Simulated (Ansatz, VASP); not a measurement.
**One calculation of TaN, two programs**

```
Ta N
1.0
     2.95018    0.00000    0.00000
    -1.47509    2.55493    0.00000
     0.00000    0.00000   25.14220
Ta N
4 4
Direct
  0.33333 0.66667 0.29979
  0.33333 0.66667 0.41482
  0.33333 0.66667 0.53029
  0.33333 0.66667 0.64871
  0.00000 0.00000 0.35827
  0.00000 0.00000 0.47210
  0.00000 0.00000 0.58567
  0.00000 0.00000 0.69035
```

Alike in both runs: functional PBE; k mesh 12 × 12 × 1; occupations gaussian, width 0.1 eV; no spin polarisation.

Ansatz relaxed the structure, and its values are those at the end. VASP's run is a single point on that final structure, the one shown.

```csv
,VASP,Ansatz
version,VASP 6.6.1,Ansatz 0.2.0
potentials or method,"VASP PAW PBE potentials, release 64 (Ta_pv, N), cutoff 520 eV","scalar-relativistic, plane waves, PAW"
valence electrons in the cell,64,72
```

|  | VASP | Ansatz | Ansatz less VASP |
| --- | --- | --- | --- |
| gap on the k mesh at the Fermi level (eV) | none | none | - |
| rms of the force components (eV/Å) | 0.029 | 0.000 | -0.0285 |
| work function, face that differs most (eV) | 6.35 | 6.34 | -0.006 |

A gap of «none» marks a metal or a gap that the smearing closes. VASP's potentials hold 64 valence electrons a cell and Ansatz's 72, so a difference there can come from the potentials and not from the codes.

Spin-orbit coupling is off throughout.
